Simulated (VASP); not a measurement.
Input of a VASP 6.6.1 run:

Contents of INCAR:

```
SYSTEM = Ta
ALGO = Normal
EDIFF = 1E-6
ENCUT = 520
GGA = PE
ISIF = 2
ISMEAR = 1
LASPH = .TRUE.
LCHARG = .FALSE.
LREAL = Auto
LWAVE = .FALSE.
NBANDS = 102
NELM = 80
PREC = Accurate
SIGMA = 0.1
```

The input KPOINTS:

```
k-points
0
G
  3 3 3
  0 0 0
```

The input POSCAR:

```
Ta
1.0
    6.6414755518      0.0000000000      0.0000000000
    0.0000000000      6.6414755518      0.0000000000
    0.0000000000      0.0000000000      6.6414755518
Ta
16
Direct
    0.0000000000      0.0000000000      0.0000000000
    0.2500000000      0.2500000000      0.2500000000
    0.0000000000      0.0000000000      0.5000000000
    0.2500000000      0.2500000000      0.7500000000
    0.0000000000      0.5000000000      0.0000000000
    0.2500000000      0.7500000000      0.2500000000
    0.0000000000      0.5000000000      0.5000000000
    0.2500000000      0.7500000000      0.7500000000
    0.5000000000      0.0000000000      0.0000000000
    0.7500000000      0.2500000000      0.2500000000
    0.5000000000      0.0000000000      0.5000000000
    0.7500000000      0.2500000000      0.7500000000
    0.5000000000      0.5000000000      0.0000000000
    0.7500000000      0.7500000000      0.2500000000
    0.5000000000      0.5000000000      0.5000000000
    0.7500000000      0.7500000000      0.7500000000
```

Potentials or basis: VASP PAW PBE potentials, release 64 (Ta_pv).

The run is started by

```bash
$ cat potpaw_PBE.64/Ta_pv/POTCAR > POTCAR
$ mpirun -np 1 vasp_std > vasp.out
```

(1) Estimate the pressure.

(2) Predict the band gap on the k mesh.

## Answers

(1) -0.3 GPa.

(2) zero (bands 88 and 89 overlap by 1.75 eV).

Caveat: spin-orbit coupling is left out, which moves the levels of the heavy elements.
